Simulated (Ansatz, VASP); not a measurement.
**One calculation of Mg2Ge2N, two programs**

```
Mg Ge N
1.0
     3.64061    0.00000    0.00000
    -1.82031    3.15286    0.00000
     0.00000    0.00000    7.83592
Mg Ge N
2 2 1
Cartesian
  0.0000 0.0000 1.2440
  0.0000 0.0000 6.2092
  0.0000 2.1019 0.2938
  1.8203 1.0510 0.2938
  0.0000 0.0000 3.3955
```

Alike in both runs: task relaxation of cell and atoms; functional PBE; k mesh 6 × 6 × 2; occupations gaussian, width 0.1 eV; no spin polarisation.

|  | VASP | Ansatz |
| --- | --- | --- |
| version | VASP 6.6.1 | Ansatz 0.2.0 |
| potentials or method | VASP PAW PBE potentials, release 64 (Mg, Ge_d, N), cutoff 600 eV | scalar-relativistic, plane waves, PAW |
| valence electrons in the cell | 37 | 53 |

|  | VASP | Ansatz | Ansatz less VASP |
| --- | --- | --- | --- |
| gap on the k mesh at the Fermi level, each at its own relaxed structure (eV) | none | none | - |
| relaxed volume (Å³/atom) | 24.82 | 25.01 | +0.192 |
| relaxed cell length with the largest relative difference (Å) | 7.708 | 7.745 | +0.0370 |

A gap of «none» marks a metal or a gap that the smearing closes. VASP's potentials hold 37 valence electrons a cell and Ansatz's 53, so a difference there can come from the potentials and not from the codes.

The k mesh is coarse, so the values compare programs but aren't converged. Noted on VASP's run: the volume moved by over 15 % at a fixed basis, so the end points are rough.
